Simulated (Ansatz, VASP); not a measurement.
**BN: VASP beside Ansatz**

```
CELL_PARAMETERS angstrom
2.50399 0.00000 0.00000
-1.25200 2.16852 0.00000
0.00000 0.00000 6.66120
ATOMIC_POSITIONS crystal
B 0.30661 0.64710 0.25000
B 0.69339 0.35290 0.75000
N 0.36003 0.68621 0.75000
N 0.63997 0.31379 0.25000
```

Change from the starting cell: mode 4 (44.6 1/cm) frozen in, largest displacement -0.060 Å.

Alike in both runs: task single point; functional PBE; k mesh 12 × 12 × 4; occupations gaussian, width 0.05 eV; no spin polarisation.

|  | VASP | Ansatz |
| --- | --- | --- |
| version | VASP 6.6.1 | Ansatz 0.2.0 |
| potentials or method | VASP PAW PBE potentials, release 64 (B, N), cutoff 520 eV | scalar-relativistic, plane waves, PAW |
| valence electrons in the cell | 16 | 16 |

```csv
,VASP,Ansatz,Ansatz less VASP
gap on the k mesh at the Fermi level (eV),4.06,4.07,+0.008
least direct gap on the mesh (eV),4.43,4.44,+0.006
pressure (GPa),3.4,3.3,-0.07
"traceless stress, the component that is largest in VASP (GPa)",-0.66,-0.45,+0.209
```
